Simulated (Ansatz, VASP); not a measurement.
**HgH3 in VASP and in Ansatz**

```
CELL_PARAMETERS angstrom
7.02055 0.00000 0.00000
0.00000 7.02055 0.00000
0.00000 0.00000 7.02055
ATOMIC_POSITIONS crystal
Hg 0.50000 0.50000 0.50000
Hg 0.00000 0.00000 0.00000
H 0.05359 0.50000 0.50000
H 0.94641 0.50000 0.50000
H 0.50000 0.05359 0.50000
H 0.50000 0.94641 0.50000
H 0.50000 0.50000 0.05359
H 0.50000 0.50000 0.94641
```

Alike in both runs: functional PBE; k mesh 4 × 4 × 4; occupations gaussian, width 0.02 eV; no spin polarisation.

Ansatz relaxed the structure, and its values are those at the end. VASP's run is a single point on that final structure, the one shown.

```csv
,VASP,Ansatz
version,VASP 6.6.1,Ansatz 0.2.0
potentials or method,"VASP PAW PBE potentials, release 64 (Hg, H), cutoff 520 eV","scalar-relativistic, plane waves, PAW"
valence electrons in the cell,30,46
```

```csv
,VASP,Ansatz,Ansatz less VASP
gap on the k mesh at the Fermi level (eV),4.77,4.76,-0.009
least direct gap on the mesh (eV),4.77,4.76,-0.009
pressure (GPa),0.0,0.0,+0.06
rms of the force components (eV/Å),0.006,0.000,-0.0056
```

VASP's potentials hold 30 valence electrons a cell and Ansatz's 46, so a difference there can come from the potentials and not from the codes. Ansatz's warnings: stress scf threshold loose.

Neither program's run includes spin-orbit coupling.
